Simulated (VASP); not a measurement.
# Te2Mo in VASP: further runs

Te2Mo is run at these levels: PBE+D3(BJ); tasks: single point.

Everything below comes from runs of VASP 6.6.1. Logs are shortened: lines on timing, memory, paths and dates and some standing lists are left out, and cuts for length are marked.

### Step 1. The cell of the first run

The cell holds a slab with vacuum, 6 atoms: a = 3.504 Å, b = 3.504 Å, c = 24.768 Å, α = 90.00°, β = 90.00°, γ = 120.00°.

### Step 2. Single point, PBE+D3(BJ) (layers slid over each other)

Contents of INCAR:

```
SYSTEM = Te2Mo
PREC = Accurate ; ENCUT = 520
EDIFF = 1E-6 ; ISMEAR = 0
SIGMA = 0.05 ; LREAL = .False.
LASPH = .True. ; NELM = 100
ALGO = Normal ; ISIF = 2
LWAVE = .False. ; LCHARG = .False.
LDIPOL = .True. ; IDIPOL = 3
DIPOL = 0.5 0.5 0.428 ; GGA = PE
IVDW = 12 ; NBANDS = 35
```

Contents of KPOINTS:

```
Automatic mesh
0
Gamma
  9 9 1
  0 0 0
```

Contents of POSCAR:

```
Te2Mo
1.0
    3.5038816881      0.0000000000      0.0000000000
   -1.7519408440      3.0344505538      0.0000000000
    0.0000000000      0.0000000000     24.7677198395
Te Mo
4 2
Direct
    0.3333333333      0.6666666667      0.1816881017
    0.3333333333      0.6666666667      0.3284056818
    0.8333333333      0.6666666667      0.5274550909
    0.8333333333      0.6666666667      0.6741726710
    0.6666666667      0.3333333333      0.2550468917
    1.1666666667      0.3333333333      0.6008138810
```

Potentials or basis: VASP PAW PBE potentials, release 64 (Te, Mo_sv).

Command:

```console
$ cat potpaw_PBE.64/Te/POTCAR potpaw_PBE.64/Mo_sv/POTCAR > POTCAR
$ mpirun -np 1 vasp_std > vasp.out
```

OUTCAR:

```text
SYSTEM = Te2Mo
   PREC = Accurate
   ENCUT = 520
   EDIFF = 1E-6
   ISMEAR = 0
   LREAL = .False.
   LASPH = .True.
   NELM = 100
   ISIF = 2
   GGA = PE
   IVDW = 12
 IVDW          = 12

 ion  position               nearest neighbor table
   1  0.333  0.667  0.182-   5 2.72   5 2.72   5 2.72   2 3.63
   2  0.333  0.667  0.328-   5 2.72   5 2.72   5 2.72   1 3.63
   3  0.833  0.667  0.527-   6 2.72   6 2.72   6 2.72   4 3.63
   4  0.833  0.667  0.674-   6 2.72   6 2.72   6 2.72   3 3.63
   5  0.667  0.333  0.255-   1 2.72   1 2.72   1 2.72   2 2.72   2 2.72   2 2.72
   6  0.167  0.333  0.601-   4 2.72   4 2.72   4 2.72   3 2.72   3 2.72   3 2.72

  LATTYP: Found a hexagonal cell.
 ALAT       =     3.5038816881
 C/A-ratio  =     7.0686518679

  Lattice vectors:

 A1 = (   3.5038816881,   0.0000000000,   0.0000000000)
 A2 = (  -1.7519408440,   3.0344505538,   0.0000000000)
 A3 = (   0.0000000000,   0.0000000000,  24.7677198395)

Analysis of symmetry for initial positions (statically):
=====================================================================
 Subroutine PRICEL returns:
 Original cell was already a primitive cell.

 Routine SETGRP: Setting up the symmetry group for a
 hexagonal supercell.

 Subroutine GETGRP returns: Found  4 space group operations
 (whereof  2 operations were pure point group operations)
 out of a pool of 24 trial point group operations.

The static configuration has the point symmetry C_1h.
 The point group associated with its full space group is C_2v.

Analysis of symmetry for dynamics (positions and initial velocities):
=====================================================================
 Subroutine PRICEL returns:
 Original cell was already a primitive cell.

 Routine SETGRP: Setting up the symmetry group for a
 hexagonal supercell.

 Subroutine GETGRP returns: Found  4 space group operations
 (whereof  2 operations were pure point group operations)
 out of a pool of 24 trial point group operations.

The dynamic configuration has the point symmetry C_1h.
 The point group associated with its full space group is C_2v.

 Subroutine INISYM returns: Found  4 space group operations
 (whereof  2 operations are pure point group operations),
 and found     1 'primitive' translations

----------------------------------------------------------------------------------------

                                     Primitive cell

  volume of cell :     263.3392

  direct lattice vectors                    reciprocal lattice vectors
     3.503881688  0.000000000  0.000000000     0.285397764  0.164774476  0.000000000
    -1.751940844  3.034450554  0.000000000     0.000000000  0.329548952  0.000000000
     0.000000000  0.000000000 24.767719839     0.000000000  0.000000000  0.040375134

  length of vectors
     3.503881688  3.503881688 24.767719839     0.329548952  0.329548952  0.040375134

  position of ions in fractional coordinates (direct lattice)
     0.333333333  0.666666667  0.181688102
     0.333333333  0.666666667  0.328405682
     0.833333333  0.666666667  0.527455091
     0.833333333  0.666666667  0.674172671
     0.666666667  0.333333333  0.255046892
     0.166666667  0.333333333  0.600813881

  ion indices of the primitive-cell ions
   primitive index   ion index
                 1           1
                 2           2
                 3           3
                 4           4
                 5           5
                 6           6

----------------------------------------------------------------------------------------

 KPOINTS: Automatic mesh

Automatic generation of k-mesh.
 Grid dimensions read from file:
 generate k-points for:    9    9    1

 Generating k-lattice:

  Cartesian coordinates                     Fractional coordinates (reciprocal lattice)
     0.031710863  0.018308275  0.000000000     0.111111111  0.000000000  0.000000000
     0.000000000  0.036616550  0.000000000     0.000000000  0.111111111  0.000000000
     0.000000000  0.000000000  0.040375134     0.000000000  0.000000000  1.000000000

  Length of vectors
     0.036616550  0.036616550  0.040375134

  Shift w.r.t. Gamma in fractional coordinates (k-lattice)
     0.000000000  0.000000000  0.000000000

 Subroutine IBZKPT returns following result:
 ===========================================

 Found     25 irreducible k-points:

 Following reciprocal coordinates:
            Coordinates               Weight
  0.000000  0.000000  0.000000      1.000000
  0.111111  0.000000  0.000000      4.000000
  0.000000  0.111111  0.000000      2.000000
  0.222222 -0.000000  0.000000      4.000000
  0.000000  0.222222  0.000000      2.000000
  0.333333  0.000000  0.000000      4.000000
[... 16 lines left out ...]
 -0.222222 -0.444444  0.000000      4.000000
  0.444444  0.333333  0.000000      4.000000
   k-points           NKPTS =     25   k-points in BZ     NKDIM =     25   number of bands    NBANDS=     35
   number of dos      NEDOS =    301   number of ions     NIONS =      6
   total plane-waves  NPLWV = 150528
   dimension x,y,z NGX =    28 NGY =   28 NGZ =  192
   dimension x,y,z NGXF=    56 NGYF=   56 NGZF=  384
   ions per type =               4   2
   NGX,Y,Z   is equivalent  to a cutoff of  13.28, 13.28, 12.89 a.u.
   NGXF,Y,Z  is equivalent  to a cutoff of  26.57, 26.57, 25.77 a.u.
 SYSTEM =  Te2Mo
   PREC   = accura    normal or accurate (medium, high low for compatibility)
   ISTART =      0    job   : 0-new  1-cont  2-samecut
   ICHARG =      2    charge: 1-file 2-atom 10-const
   ISPIN  =      1    spin polarized calculation?
   LNONCOLLINEAR =      F non collinear calculations
   LSORBIT =      F    spin-orbit coupling
   LASPH  =      T    aspherical Exc in radial PAW
   ENCUT  =  520.0 eV  38.22 Ry    6.18 a.u.   6.51  6.51 46.05*2*pi/ulx,y,z
   NELM   =    100;   NELMIN=  2; NELMDL= -5     # of ELM steps
   EDIFF  = 0.1E-05   stopping-criterion for ELM
   LREAL  =      F    real-space projection
   EDIFFG = 0.1E-04   stopping-criterion for IOM
   NSW    =      0    number of steps for IOM
   IBRION =     -1    ionic relax: 0-MD 1-quasi-New 2-CG
   NFREE  =      0    steps in history (QN), initial steepest desc. (CG)
   ISIF   =      2    stress and relaxation
   ISYM   =      2    0-nonsym 1-usesym 2-fastsym
   POTIM  = 0.5000    time-step for ionic-motion
   TEBEG  =    0.0;   TEEND  =   0.0 temperature during run
   PSTRESS=    0.0 pullay stress
   NELECT =      52.0000    total number of electrons
   NUPDOWN=      -1.0000    fix difference up-down
   EMIN   =  10.00;   EMAX   =-10.00  energy-range for DOS
   EFERMI =   0.00;   METHOD = LEGACY
   ISMEAR =     0;   SIGMA  =   0.05  broadening in eV -4-tet -1-fermi 0-gaus
   EFERMI_NEDOS =   21; number of points for ismear=-14 and -15
   IALGO  =     38    algorithm
   IMIX   =      4    mixing-type and parameters
     AMIX     =   0.40;   BMIX     =  1.00
     AMIX_MAG =   1.60;   BMIX_MAG =  1.00
  volume/ion in A,a.u.               =      43.89       296.18
  Fermi-wavevector in a.u.,A,eV,Ry     =   0.953317  1.801508 12.365161  0.908814
  Thomas-Fermi vector in A             =   2.081961
   LORBIT       =      0    0 simple, 1 ext, 2 COOP (PROOUT), +10 PAW based schemes
   GGA     = PE    functional components
   LHFCALC =     F    Hartree Fock is set to
   AEXX    =    0.0000 exact exchange contribution
   IVDW    =    12    specifies the selected vdW correction
   LEPSILON=     F    determine dielectric tensor
   LRPA    =     F    only Hartree local field effects (RPA)
 non-spin polarized calculation
 Gauss-broadening in eV      SIGMA  =   0.05
  energy-cutoff  :      520.00
  volume of cell :      263.34
 maximum number of plane-waves:      7173
 NGX is ok and might be reduce to    28
   NGX = 13   NGY = 13   NGZ = 93

 dipolmoment           0.000000      0.000000      0.000049 electrons x Angstroem

 number of electron      51.9999999 magnetization

 dipolmoment           0.000000      0.000000     -0.000003 electrons x Angstroem

 Free energy of the ion-electron system (eV)
  ---------------------------------------------------
  ext. energy  EPLUGINS =         0.00000000
  ---------------------------------------------------
  free energy    TOTEN  =       -36.02446874 eV

  energy without entropy =      -36.02446874  energy(sigma->0) =      -36.02446874

 E-fermi :   2.7500     XC(G=0):  -6.5535

 val. band max:        2.4708097646   @ k =   0.3333   0.3333   0.0000
 cond. band min:       3.6566019202   @ k =   0.3333   0.3333   0.0000
 fundamental gap:      1.1857921556
 Fermi energy:         2.7500342814

 k-point     1 :       0.0000    0.0000    0.0000
  band No.  band energies     occupation
      1     -58.1852      2.00000
      2     -58.1852      2.00000
      3     -32.3616      2.00000
      4     -32.3616      2.00000
      5     -32.2181      2.00000
      6     -32.2181      2.00000
[... 27 lines left out ...]
     34       5.9582      0.00000
     35       6.5835      0.00000

 k-point     2 :       0.1111    0.0000    0.0000
  band No.  band energies     occupation
      1     -58.1840      2.00000
      2     -58.1840      2.00000
      3     -32.3581      2.00000
      4     -32.3581      2.00000
      5     -32.2340      2.00000
      6     -32.2340      2.00000
[... 27 lines left out ...]
     34       5.8041      0.00000
     35       6.8364      0.00000

 k-point     3 :       0.0000    0.1111    0.0000
  band No.  band energies     occupation
      1     -58.1840      2.00000
      2     -58.1840      2.00000
      3     -32.3581      2.00000
      4     -32.3581      2.00000
      5     -32.2340      2.00000
      6     -32.2339      2.00000
[... 27 lines left out ...]
     34       5.8099      0.00000
     35       6.8358      0.00000

 k-point     4 :       0.2222   -0.0000    0.0000
  band No.  band energies     occupation
      1     -58.1810      2.00000
      2     -58.1810      2.00000
      3     -32.3493      2.00000
      4     -32.3493      2.00000
      5     -32.2741      2.00000
      6     -32.2741      2.00000
[... 27 lines left out ...]
     34       6.0253      0.00000
     35       7.3630      0.00000

 k-point     5 :       0.0000    0.2222    0.0000
  band No.  band energies     occupation
      1     -58.1810      2.00000
      2     -58.1810      2.00000
      3     -32.3493      2.00000
      4     -32.3493      2.00000
      5     -32.2740      2.00000
      6     -32.2740      2.00000
[... 638 lines left out ...]
 k-point    22 :       0.3333    0.2222    0.0000
  band No.  band energies     occupation
      1     -58.1742      2.00000
      2     -58.1742      2.00000
      3     -32.3327      2.00000
      4     -32.3327      2.00000
      5     -32.3298      2.00000
      6     -32.3298      2.00000
[... 27 lines left out ...]
     34       6.3863      0.00000
     35       7.2706      0.00000

 k-point    23 :      -0.2222   -0.4444    0.0000
  band No.  band energies     occupation
      1     -58.1742      2.00000
      2     -58.1742      2.00000
      3     -32.3327      2.00000
      4     -32.3327      2.00000
      5     -32.3298      2.00000
      6     -32.3298      2.00000
[... 27 lines left out ...]
     34       6.4271      0.00000
     35       7.1515      0.00000

 k-point    24 :       0.4444    0.3333    0.0000
  band No.  band energies     occupation
      1     -58.1742      2.00000
      2     -58.1742      2.00000
      3     -32.3327      2.00000
      4     -32.3327      2.00000
      5     -32.3298      2.00000
      6     -32.3298      2.00000
[... 27 lines left out ...]
     34       6.3706      0.00000
     35       7.2656      0.00000

 [... further k-points ...]

------------------------ aborting loop because EDIFF is reached ----------------------------------------

 vacuum level on the upper side and lower side of the slab       (xc-potential included)        -0.201        -0.200

 Edisp (eV)   -2.56543

 E8    (eV) :    -1.2177

  FORCE on cell =-STRESS in cart. coord.  units (eV):
  Direction    XX          YY          ZZ          XY          YZ          ZX
  --------------------------------------------------------------------------------------
  -------------------------------------------------------------------------------------
  Total      -0.15091    -0.15710    -0.56680    -0.00000     0.00000     0.00000
  in kB      -0.91815    -0.95578    -3.44843    -0.00000     0.00000     0.00000
  external pressure =       -1.77 kB  Pullay stress =        0.00 kB

 VOLUME and BASIS-vectors are now :
 -----------------------------------------------------------------------------
  energy-cutoff  :      520.00
  volume of cell :      263.34
      direct lattice vectors                 reciprocal lattice vectors
     3.503881688  0.000000000  0.000000000     0.285397764  0.164774476  0.000000000
    -1.751940844  3.034450554  0.000000000     0.000000000  0.329548952  0.000000000
     0.000000000  0.000000000 24.767719839     0.000000000  0.000000000  0.040375134

 POSITION                                       TOTAL-FORCE (eV/Angst)
 -----------------------------------------------------------------------------------
     -0.00000      2.02297      4.50000        -0.000000     -0.000160     -0.008514
     -0.00000      2.02297      8.13386         0.000000      0.000376      0.094759
      1.75194      2.02297     13.06386         0.000000      0.000376     -0.094759
      1.75194      2.02297     16.69772        -0.000000     -0.000160      0.008514
      1.75194      1.01148      6.31693        -0.000000     -0.000216      0.015761
      0.00000      1.01148     14.88079        -0.000000     -0.000216     -0.015761
 -----------------------------------------------------------------------------------
    total drift:                               -0.000001      0.000369     -0.000080

  FREE ENERGIE OF THE ION-ELECTRON SYSTEM (eV)
  ---------------------------------------------------
  free  energy   TOTEN  =       -38.5899012432 eV

  energy  without entropy=      -38.5899012432  energy(sigma->0) =      -38.58990124

 vacuum level on the upper side and lower side of the slab         7.145         7.147
```

Run time: 4.1 min. Hardware: 1 thread of AMD EPYC 9R45 (Zen 5), shared host; peak memory 0.45 GiB.

What came out:

- Free energy: -38.5899 eV
- Largest force: 0.095 eV/Å
- Band gap on the k mesh: 1.19 eV
- Dispersion energy per atom: -0.428 eV

Forces in eV/Å, atoms in the order of the input:
```
Te   0.000  0.000 -0.009
Te   0.000  0.000  0.095
Te   0.000  0.000 -0.095
Te   0.000  0.000  0.009
Mo   0.000  0.000  0.016
Mo   0.000  0.000 -0.016
```

Caveat: the cell differs from its parent crystal (layers slid over each other); spin-orbit coupling is left out, which moves the levels of the heavy elements.

[end of part 1 of 2]
